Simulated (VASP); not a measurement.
# CoSi (P2_13) in VASP: further runs

CoSi is run at these levels: PBE; tasks: single point.

Everything below comes from runs of VASP 6.6.1. Logs are shortened: lines on timing, memory, paths and dates and some standing lists are left out, and cuts for length are marked.

## Step 1: The cell of the first run

The structure is cubic, space group P2_13 (No. 198). Conventional cell: a = 4.431 Å, b = 4.431 Å, c = 4.431 Å, α = 90.00°, β = 90.00°, γ = 90.00°. Within 3.1 Å of Co (site symmetry 3) lie 7 Si at 2.32 to 2.43 Å and 6 Co at 2.72 Å. Si (site symmetry 3) has 7 Co at 2.32 to 2.43 Å and 6 Si at 2.74 Å within 3.1 Å.

## Step 2: Single point, PBE

Contents of INCAR:

```
PREC     = Accurate       # precision mode
ENCUT    = 600            # plane-wave cutoff, eV
EDIFF    = 1E-6           # SCF threshold, eV
ISMEAR   = 0              # smearing method
SIGMA    = 0.2            # smearing width, eV
LREAL    = F              # projectors in reciprocal space
LASPH    = T              # aspherical terms in the spheres
NELM     = 120            # most SCF steps
ALGO     = Normal         # electronic algorithm
ISIF     = 2              # what is computed and relaxed
LWAVE    = F              # write WAVECAR
LCHARG   = F              # write CHGCAR
GGA      = PE             # functional
NBANDS   = 36             # bands
GGA_COMPAT= F
```

Contents of KPOINTS:

```
regular mesh
0
Gamma
  6 6 6
```

Contents of POSCAR:

```
CoSi
1.0
    4.4308434880      0.0000000000      0.0000000000
    0.0000000000      4.4308434880      0.0000000000
    0.0000000000      0.0000000000      4.4308434880
Co Si
4 4
Direct
    0.1450204866      0.1450204866      0.1450204866
    0.3549795134      0.8549795134      0.6450204866
    0.6450204866      0.3549795134      0.8549795134
    0.8549795134      0.6450204866      0.3549795134
    0.8431592503      0.8431592503      0.8431592503
    0.6568407497      0.1568407497      0.3431592503
    0.3431592503      0.6568407497      0.1568407497
    0.1568407497      0.3431592503      0.6568407497
```

Potentials or basis: VASP PAW PBE potentials, release 64 (Co, Si).

Run with:

```console
$ cat potpaw_PBE.64/Co/POTCAR potpaw_PBE.64/Si/POTCAR > POTCAR
$ mpirun -np 1 vasp_std > vasp.out
```

OUTCAR:

```text
PREC = Accurate
   ENCUT = 600
   EDIFF = 1E-6
   ISMEAR = 0
   LREAL = F
   LASPH = T
   NELM = 120
   ISIF = 2
   GGA = PE

 ion  position               nearest neighbor table
   1  0.145  0.145  0.145-   5 2.32   6 2.34   7 2.34   8 2.34   7 2.43   8 2.43   6 2.43   3 2.72
                             4 2.72   2 2.72   2 2.72   4 2.72   3 2.72
   2  0.355  0.855  0.645-   6 2.32   5 2.34   7 2.34   8 2.34   7 2.43   8 2.43   5 2.43   1 2.72
                             1 2.72   3 2.72   3 2.72   4 2.72   4 2.72
   3  0.645  0.355  0.855-   7 2.32   6 2.34   5 2.34   8 2.34   8 2.43   6 2.43   5 2.43   1 2.72
                             4 2.72   2 2.72   2 2.72   4 2.72   1 2.72
   4  0.855  0.645  0.355-   8 2.32   6 2.34   7 2.34   5 2.34   6 2.43   5 2.43   7 2.43   1 2.72
                             3 2.72   2 2.72   1 2.72   2 2.72   3 2.72
   5  0.843  0.843  0.843-   1 2.32   2 2.34   3 2.34   4 2.34   3 2.43   4 2.43   2 2.43   6 2.74
                             8 2.74   6 2.74   8 2.74   7 2.74   7 2.74
   6  0.657  0.157  0.343-   2 2.32   1 2.34   3 2.34   4 2.34   3 2.43   4 2.43   1 2.43   5 2.74
                             5 2.74   7 2.74   7 2.74   8 2.74   8 2.74
   7  0.343  0.657  0.157-   3 2.32   2 2.34   1 2.34   4 2.34   4 2.43   2 2.43   1 2.43   6 2.74
                             8 2.74   8 2.74   6 2.74   5 2.74   5 2.74
   8  0.157  0.343  0.657-   4 2.32   2 2.34   3 2.34   1 2.34   2 2.43   1 2.43   3 2.43   5 2.74
                             7 2.74   5 2.74   7 2.74   6 2.74   6 2.74

  LATTYP: Found a simple cubic cell.
 ALAT       =     4.4308434880

  Lattice vectors:

 A1 = (   4.4308434880,   0.0000000000,   0.0000000000)
 A2 = (   0.0000000000,   4.4308434880,   0.0000000000)
 A3 = (   0.0000000000,   0.0000000000,   4.4308434880)

Analysis of symmetry for initial positions (statically):
=====================================================================
 Subroutine PRICEL returns:
 Original cell was already a primitive cell.

 Routine SETGRP: Setting up the symmetry group for a
 simple cubic supercell.

 Subroutine GETGRP returns: Found 12 space group operations
 (whereof  3 operations were pure point group operations)
 out of a pool of 48 trial point group operations.

The static configuration has the point symmetry C_3 .
 The point group associated with its full space group is T   .

Analysis of symmetry for dynamics (positions and initial velocities):
=====================================================================
 Subroutine PRICEL returns:
 Original cell was already a primitive cell.

 Routine SETGRP: Setting up the symmetry group for a
 simple cubic supercell.

 Subroutine GETGRP returns: Found 12 space group operations
 (whereof  3 operations were pure point group operations)
 out of a pool of 48 trial point group operations.

The dynamic configuration has the point symmetry C_3 .
 The point group associated with its full space group is T   .

 Subroutine INISYM returns: Found 12 space group operations
 (whereof  3 operations are pure point group operations),
 and found     1 'primitive' translations

----------------------------------------------------------------------------------------

                                     Primitive cell

  volume of cell :      86.9880

  direct lattice vectors                    reciprocal lattice vectors
     4.430843488  0.000000000  0.000000000     0.225690662  0.000000000  0.000000000
     0.000000000  4.430843488  0.000000000     0.000000000  0.225690662  0.000000000
     0.000000000  0.000000000  4.430843488     0.000000000  0.000000000  0.225690662

  length of vectors
     4.430843488  4.430843488  4.430843488     0.225690662  0.225690662  0.225690662

  position of ions in fractional coordinates (direct lattice)
     0.145020487  0.145020487  0.145020487
     0.354979513  0.854979513  0.645020487
     0.645020487  0.354979513  0.854979513
     0.854979513  0.645020487  0.354979513
     0.843159250  0.843159250  0.843159250
     0.656840750  0.156840750  0.343159250
     0.343159250  0.656840750  0.156840750
     0.156840750  0.343159250  0.656840750

  ion indices of the primitive-cell ions
   primitive index   ion index
                 1           1
                 2           2
                 3           3
                 4           4
                 5           5
                 6           6
                 7           7
                 8           8

----------------------------------------------------------------------------------------

 KPOINTS: regular mesh

Automatic generation of k-mesh.
 Grid dimensions read from file:
 generate k-points for:    6    6    6

 Generating k-lattice:

  Cartesian coordinates                     Fractional coordinates (reciprocal lattice)
     0.037615110  0.000000000  0.000000000     0.166666667  0.000000000  0.000000000
     0.000000000  0.037615110  0.000000000     0.000000000  0.166666667  0.000000000
     0.000000000  0.000000000  0.037615110     0.000000000  0.000000000  0.166666667

  Length of vectors
     0.037615110  0.037615110  0.037615110

  Shift w.r.t. Gamma in fractional coordinates (k-lattice)
     0.000000000  0.000000000  0.000000000

 Subroutine IBZKPT returns following result:
 ===========================================

 Found     24 irreducible k-points:

 Following reciprocal coordinates:
            Coordinates               Weight
  0.000000  0.000000  0.000000      1.000000
  0.166667  0.000000  0.000000      6.000000
  0.333333  0.000000  0.000000      6.000000
  0.500000  0.000000  0.000000      3.000000
  0.166667  0.166667  0.000000     12.000000
  0.333333  0.166667  0.000000     12.000000
[... 16 lines left out ...]
  0.500000  0.500000  0.333333      6.000000
  0.500000  0.500000  0.500000      1.000000
   k-points           NKPTS =     24   k-points in BZ     NKDIM =     24   number of bands    NBANDS=     36
   number of dos      NEDOS =    301   number of ions     NIONS =      8
   total plane-waves  NPLWV =  46656
   dimension x,y,z NGX =    36 NGY =   36 NGZ =   36
   dimension x,y,z NGXF=    72 NGYF=   72 NGZF=   72
   ions per type =               4   4
   NGX,Y,Z   is equivalent  to a cutoff of  13.51, 13.51, 13.51 a.u.
   NGXF,Y,Z  is equivalent  to a cutoff of  27.01, 27.01, 27.01 a.u.
 SYSTEM =  unknown system
   PREC   = accura    normal or accurate (medium, high low for compatibility)
   ISTART =      0    job   : 0-new  1-cont  2-samecut
   ICHARG =      2    charge: 1-file 2-atom 10-const
   ISPIN  =      1    spin polarized calculation?
   LNONCOLLINEAR =      F non collinear calculations
   LSORBIT =      F    spin-orbit coupling
   LASPH  =      T    aspherical Exc in radial PAW
   ENCUT  =  600.0 eV  44.10 Ry    6.64 a.u.   8.85  8.85  8.85*2*pi/ulx,y,z
   NELM   =    120;   NELMIN=  2; NELMDL= -5     # of ELM steps
   EDIFF  = 0.1E-05   stopping-criterion for ELM
   LREAL  =      F    real-space projection
   EDIFFG = 0.1E-04   stopping-criterion for IOM
   NSW    =      0    number of steps for IOM
   IBRION =     -1    ionic relax: 0-MD 1-quasi-New 2-CG
   NFREE  =      0    steps in history (QN), initial steepest desc. (CG)
   ISIF   =      2    stress and relaxation
   ISYM   =      2    0-nonsym 1-usesym 2-fastsym
   POTIM  = 0.5000    time-step for ionic-motion
   TEBEG  =    0.0;   TEEND  =   0.0 temperature during run
   PSTRESS=    0.0 pullay stress
   NELECT =      52.0000    total number of electrons
   NUPDOWN=      -1.0000    fix difference up-down
   EMIN   =  10.00;   EMAX   =-10.00  energy-range for DOS
   EFERMI =   0.00;   METHOD = LEGACY
   ISMEAR =     0;   SIGMA  =   0.20  broadening in eV -4-tet -1-fermi 0-gaus
   EFERMI_NEDOS =   21; number of points for ismear=-14 and -15
   IALGO  =     38    algorithm
   IMIX   =      4    mixing-type and parameters
     AMIX     =   0.40;   BMIX     =  1.00
     AMIX_MAG =   1.60;   BMIX_MAG =  1.00
  volume/ion in A,a.u.               =      10.87        73.38
  Fermi-wavevector in a.u.,A,eV,Ry     =   1.379080  2.606084 25.876408  1.901862
  Thomas-Fermi vector in A             =   2.504083
   LORBIT       =      0    0 simple, 1 ext, 2 COOP (PROOUT), +10 PAW based schemes
   GGA     = PE    functional components
   LHFCALC =     F    Hartree Fock is set to
   AEXX    =    0.0000 exact exchange contribution
   IVDW    =     0    specifies the selected vdW correction
   LEPSILON=     F    determine dielectric tensor
   LRPA    =     F    only Hartree local field effects (RPA)
 non-spin polarized calculation
 Gauss-broadening in eV      SIGMA  =   0.20
  energy-cutoff  :      600.00
  volume of cell :       86.99
 maximum number of plane-waves:      2945
   NGX = 17   NGY = 17   NGZ = 17

 number of electron      52.0000004 magnetization

 Free energy of the ion-electron system (eV)
  ---------------------------------------------------
  ext. energy  EPLUGINS =         0.00000000
  ---------------------------------------------------
  free energy    TOTEN  =       -54.76283051 eV

  energy without entropy =      -54.72680804  energy(sigma->0) =      -54.74481927

 E-fermi :  12.1752     XC(G=0): -12.8669

 val. band max:       12.0982653256   @ k =   0.0000   0.0000   0.0000
 cond. band min:      12.1889742365   @ k =   0.5000   0.5000   0.3333
 fundamental gap:      0.0907089109
 Fermi energy:        12.1752360940

 k-point     1 :       0.0000    0.0000    0.0000
  band No.  band energies     occupation
      1      -1.5642      2.00000
      2       3.9299      2.00000
      3       3.9299      2.00000
      4       3.9299      2.00000
      5       6.6303      2.00000
      6       6.6303      2.00000
[... 28 lines left out ...]
     35      15.6781      0.00000
     36      16.9700      0.00000

 k-point     2 :       0.1667    0.0000    0.0000
  band No.  band energies     occupation
      1      -1.3578      2.00000
      2       2.8229      2.00000
      3       4.0615      2.00000
      4       4.6609      2.00000
      5       6.1096      2.00000
      6       6.7487      2.00000
[... 28 lines left out ...]
     35      16.3715      0.00000
     36      17.3574      0.00000

 k-point     3 :       0.3333    0.0000    0.0000
  band No.  band energies     occupation
      1      -0.7495      2.00000
      2       1.4749      2.00000
      3       4.4360      2.00000
      4       5.1711      2.00000
      5       5.9566      2.00000
      6       6.8737      2.00000
[... 28 lines left out ...]
     35      16.9102      0.00000
     36      17.7183      0.00000

 k-point     4 :       0.5000    0.0000    0.0000
  band No.  band energies     occupation
      1       0.2226      2.00000
      2       0.2226      2.00000
      3       4.9592      2.00000
      4       4.9592      2.00000
      5       6.3659      2.00000
      6       6.3659      2.00000
[... 28 lines left out ...]
     35      17.0717      0.00000
     36      17.0717      0.00000

 k-point     5 :       0.1667    0.1667    0.0000
  band No.  band energies     occupation
      1      -1.1530      2.00000
      2       2.6780      2.00000
      3       3.5497      2.00000
      4       4.9888      2.00000
      5       6.0324      2.00000
      6       6.7912      2.00000
[... 655 lines left out ...]
 k-point    22 :       0.5000    0.3333    0.3333
  band No.  band energies     occupation
      1       1.5926      2.00000
      2       1.5926      2.00000
      3       3.3145      2.00000
      4       3.3145      2.00000
      5       5.0613      2.00000
      6       5.0613      2.00000
[... 28 lines left out ...]
     35      18.0562      0.00000
     36      18.0562      0.00000

 k-point    23 :       0.5000    0.5000    0.3333
  band No.  band energies     occupation
      1       2.0660      2.00000
      2       2.0660      2.00000
      3       2.9061      2.00000
      4       2.9061      2.00000
      5       5.1291      2.00000
      6       5.1291      2.00000
[... 28 lines left out ...]
     35      18.6760      0.00000
     36      18.7042      0.00000

 k-point    24 :       0.5000    0.5000    0.5000
  band No.  band energies     occupation
      1       2.6731      2.00000
      2       2.6731      2.00000
      3       2.6731      2.00000
      4       2.6731      2.00000
      5       5.1794      2.00000
      6       5.1794      2.00000
[... 28 lines left out ...]
     35      17.8780      0.00000
     36      17.8780      0.00000

------------------------ aborting loop because EDIFF is reached ----------------------------------------

  FORCE on cell =-STRESS in cart. coord.  units (eV):
  Direction    XX          YY          ZZ          XY          YZ          ZX
  --------------------------------------------------------------------------------------
  -------------------------------------------------------------------------------------
  Total       -0.0581794     -0.0581794     -0.0581794      0.0000000      0.0000000      0.0000000
  in kB       -1.0715709     -1.0715709     -1.0715709      0.0000000      0.0000000      0.0000000
  external PRESSURE =      -1.0715709 kB  Pullay stress =       0.0000000 kB

 VOLUME and BASIS-vectors are now :
 -----------------------------------------------------------------------------
  energy-cutoff  :      600.00
  volume of cell :       86.99
      direct lattice vectors                 reciprocal lattice vectors
     4.430843488  0.000000000  0.000000000     0.225690662  0.000000000  0.000000000
     0.000000000  4.430843488  0.000000000     0.000000000  0.225690662  0.000000000
     0.000000000  0.000000000  4.430843488     0.000000000  0.000000000  0.225690662

 POSITION                                       TOTAL-FORCE (eV/Angst)
 -----------------------------------------------------------------------------------
      0.64256      0.64256      0.64256        -0.000563     -0.000563     -0.000563
      1.57286      3.78828      2.85798         0.000563      0.000563     -0.000563
      2.85798      1.57286      3.78828        -0.000563      0.000563      0.000563
      3.78828      2.85798      1.57286         0.000563     -0.000563      0.000563
      3.73591      3.73591      3.73591         0.001161      0.001161      0.001161
      2.91036      0.69494      1.52048        -0.001161     -0.001161      0.001161
      1.52048      2.91036      0.69494         0.001161     -0.001161     -0.001161
      0.69494      1.52048      2.91036        -0.001161      0.001161     -0.001161
 -----------------------------------------------------------------------------------
    total drift:                               -0.000000      0.000000      0.000000

  FREE ENERGIE OF THE ION-ELECTRON SYSTEM (eV)
  ---------------------------------------------------
  free  energy   TOTEN  =       -54.7628305119 eV

  energy  without entropy=      -54.7268080369  energy(sigma->0) =      -54.74481927
```

Wall time 58 s (1 thread of AMD EPYC 9R45 (Zen 5), shared host); peak memory 0.21 GiB.

Results:

```yaml
Free_energy: -54.7628 eV
Pressure: -0.1 GPa
Band_gap_on_the_k_mesh: zero (bands 26 and 27 overlap by 0.21 eV)
```

Forces in eV/Å, atoms in the order of the input:
```
Co  -0.001 -0.001 -0.001
Co   0.001  0.001 -0.001
Co  -0.001  0.001  0.001
Co   0.001 -0.001  0.001
Si   0.001  0.001  0.001
Si  -0.001 -0.001  0.001
Si   0.001 -0.001 -0.001
Si  -0.001  0.001 -0.001
```

Caveat: the run has no spin polarisation, though such a crystal can be magnetic.

## Step 3: Single point, PBE

Contents of INCAR:

```
SYSTEM = CoSi
PREC = Accurate
ENCUT = 600
EDIFF = 1E-6
ISMEAR = 0
SIGMA = 0.1
LREAL = .False.
LASPH = .True.
NELM = 120
ALGO = Normal
ISIF = 2
LWAVE = .False.
LCHARG = .False.
GGA = PE
NBANDS = 36
GGA_COMPAT = .False.
```

Contents of KPOINTS:

```
Automatic mesh
0
Gamma
  8 8 8
  0 0 0
```

POSCAR is that of step 2.

Potentials or basis: VASP PAW PBE potentials, release 64 (Co, Si).

Run with:

```console
$ cat potpaw_PBE.64/Co/POTCAR potpaw_PBE.64/Si/POTCAR > POTCAR
$ mpirun -np 1 vasp_std > vasp.out
```

OUTCAR:

```text
SYSTEM = CoSi
   PREC = Accurate
   ENCUT = 600
   EDIFF = 1E-6
   ISMEAR = 0
   LREAL = .False.
   LASPH = .True.
   NELM = 120
   ISIF = 2
   GGA = PE

 ion  position               nearest neighbor table
   1  0.145  0.145  0.145-   5 2.32   6 2.34   7 2.34   8 2.34   7 2.43   8 2.43   6 2.43   3 2.72
                             4 2.72   2 2.72   2 2.72   4 2.72   3 2.72
   2  0.355  0.855  0.645-   6 2.32   5 2.34   7 2.34   8 2.34   7 2.43   8 2.43   5 2.43   1 2.72
                             1 2.72   3 2.72   3 2.72   4 2.72   4 2.72
   3  0.645  0.355  0.855-   7 2.32   6 2.34   5 2.34   8 2.34   8 2.43   6 2.43   5 2.43   1 2.72
                             4 2.72   2 2.72   2 2.72   4 2.72   1 2.72
   4  0.855  0.645  0.355-   8 2.32   6 2.34   7 2.34   5 2.34   6 2.43   5 2.43   7 2.43   1 2.72
[... 1160 lines left out ...]
  external PRESSURE =      -1.5662870 kB  Pullay stress =       0.0000000 kB

 VOLUME and BASIS-vectors are now :
 -----------------------------------------------------------------------------
  energy-cutoff  :      600.00
  volume of cell :       86.99
      direct lattice vectors                 reciprocal lattice vectors
     4.430843488  0.000000000  0.000000000     0.225690662  0.000000000  0.000000000
     0.000000000  4.430843488  0.000000000     0.000000000  0.225690662  0.000000000
     0.000000000  0.000000000  4.430843488     0.000000000  0.000000000  0.225690662

 POSITION                                       TOTAL-FORCE (eV/Angst)
 -----------------------------------------------------------------------------------
      0.64256      0.64256      0.64256         0.001083      0.001083      0.001083
      1.57286      3.78828      2.85798        -0.001083     -0.001083      0.001083
      2.85798      1.57286      3.78828         0.001083     -0.001083     -0.001083
      3.78828      2.85798      1.57286        -0.001083      0.001083     -0.001083
      3.73591      3.73591      3.73591         0.002097      0.002097      0.002097
      2.91036      0.69494      1.52048        -0.002097     -0.002097      0.002097
      1.52048      2.91036      0.69494         0.002097     -0.002097     -0.002097
      0.69494      1.52048      2.91036        -0.002097      0.002097     -0.002097
 -----------------------------------------------------------------------------------
    total drift:                               -0.000000      0.000000      0.000000

  FREE ENERGIE OF THE ION-ELECTRON SYSTEM (eV)
  ---------------------------------------------------
  free  energy   TOTEN  =       -54.7507872734 eV

  energy  without entropy=      -54.7439194877  energy(sigma->0) =      -54.74735338
```

stdout:

```text
POSCAR found type information on POSCAR CoSi
 POSCAR found :  2 types and       8 ions
 scaLAPACK will be used
 LDA part: xc-table for (Slater+PW92), standard interpolation
 POSCAR, INCAR and KPOINTS ok, starting setup
 FFT: planning ... GRIDC
 FFT: planning ... GRID_SOFT
 FFT: planning ... GRID
 WAVECAR not read
 entering main loop
```

Run time: 1.7 min. Hardware: 1 thread of AMD EPYC 9R45 (Zen 5), shared host; peak memory 0.26 GiB.

Results:

```
Free energy            : -54.7508 eV
Pressure               : -0.2 GPa
Largest force          : 0.004 eV/Å
Band gap on the k mesh : zero (bands 26 and 27 overlap by 0.21 eV)
```

Forces in eV/Å, atoms in the order of the input:
```
Co   0.001  0.001  0.001
Co  -0.001 -0.001  0.001
Co   0.001 -0.001 -0.001
Co  -0.001  0.001 -0.001
Si   0.002  0.002  0.002
Si  -0.002 -0.002  0.002
Si   0.002 -0.002 -0.002
Si  -0.002  0.002 -0.002
```

Caveat: the run has no spin polarisation, though such a crystal can be magnetic. Spin polarisation is off, so any magnetic state and its effect on volume and gap are missing.

The gap in the log of VASP goes by the Fermi energy; the results here count the filled bands.